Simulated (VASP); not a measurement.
Write the native input for VASP 6.6.1 that does the following.

```yaml
Task: single point
Functional: r2SCAN
Dispersion: rVV10
Potentials_or_basis: VASP PAW PBE potentials, release 64 (Sc_sv, Bi_d, F)
Cutoff: 520 eV
k_mesh: 6 × 6 × 6
Occupations: fermi-dirac, width 0.03 eV
Spin: no spin polarisation
Dipole_correction: no
Further_INCAR_settings: ALGO = Normal; EDIFF = 1e-07; NBANDS = 44
```

ScBiF6:

```
Sc Bi F
1.0
     0.00000    4.27053    4.27053
     4.27053    0.00000    4.27053
     4.27053    4.27053    0.00000
Sc Bi F
1 1 6
Cartesian
  4.2705 4.2705 4.2705
  0.0000 0.0000 0.0000
  2.2570 4.2705 4.2705
  6.2841 4.2705 4.2705
  4.2705 2.2570 4.2705
  4.2705 6.2841 4.2705
  4.2705 4.2705 2.2570
  4.2705 4.2705 6.2841
```

One way to write it, as run:

POSCAR

```
ScBiF6
1.0
    0.0000000000      4.2705303985      4.2705303985
    4.2705303985      0.0000000000      4.2705303985
    4.2705303985      4.2705303985      0.0000000000
Sc Bi F
1 1 6
Direct
    0.5000000000      0.5000000000      0.5000000000
    0.0000000000      0.0000000000      0.0000000000
    0.7357527616      0.2642472384      0.2642472384
    0.2642472384      0.7357527616      0.7357527616
    0.2642472384      0.7357527616      0.2642472384
    0.7357527616      0.2642472384      0.7357527616
    0.2642472384      0.2642472384      0.7357527616
    0.7357527616      0.7357527616      0.2642472384
```

INCAR.step1

```
SYSTEM = ScBiF6
PREC = Accurate ; ENCUT = 520
ISMEAR = -1 ; SIGMA = 0.03
LREAL = .FALSE. ; LASPH = .TRUE.
NELM = 100 ; NBANDS = 44
GGA = PE ; ALGO = Normal
EDIFF = 1E-4 ; LWAVE = .TRUE.
LCHARG = .FALSE.
```

INCAR.step2

```
SYSTEM = ScBiF6
PREC = Accurate ; ENCUT = 520
EDIFF = 1E-7 ; ISMEAR = -1
SIGMA = 0.03 ; LREAL = .FALSE.
LASPH = .TRUE. ; NELM = 100
ALGO = Normal ; ISIF = 2
LWAVE = .FALSE. ; LCHARG = .TRUE.
METAGGA = R2SCAN ; LMIXTAU = .TRUE.
LUSE_VDW = .TRUE. ; IVDW_NL = 2
BPARAM = 11.95 ; CPARAM = 0.0093
LELF = .TRUE. ; LVHAR = .TRUE.
NBANDS = 44 ; ISTART = 1
```

KPOINTS

```
regular mesh
0
G
  6 6 6
  0 0 0
```

Potentials or basis: VASP PAW PBE potentials, release 64 (Sc_sv, Bi_d, F).

The run is started by

```sh
$ cat potpaw_PBE.64/Sc_sv/POTCAR potpaw_PBE.64/Bi_d/POTCAR potpaw_PBE.64/F/POTCAR > POTCAR
$ cp INCAR.step1 INCAR
$ mpirun -np 1 vasp_std > vasp.out
$ cp INCAR.step2 INCAR
$ mpirun -np 1 vasp_std > vasp.out
```

It gave:

* Pressure: 0.5 GPa
* Largest force: 0.066 eV/Å
* Band gap on the k mesh: 5.86 eV

Caveat: the PAW data sets were made with another functional, which shifts forces and pressure a little; spin-orbit coupling is left out, which moves the levels of the heavy elements.

Wall time 8.1 min on 1 thread of Intel(R) Xeon(R) Platinum 8488C (Sapphire Rapids), with other jobs on the host, peak memory 0.8 GiB.
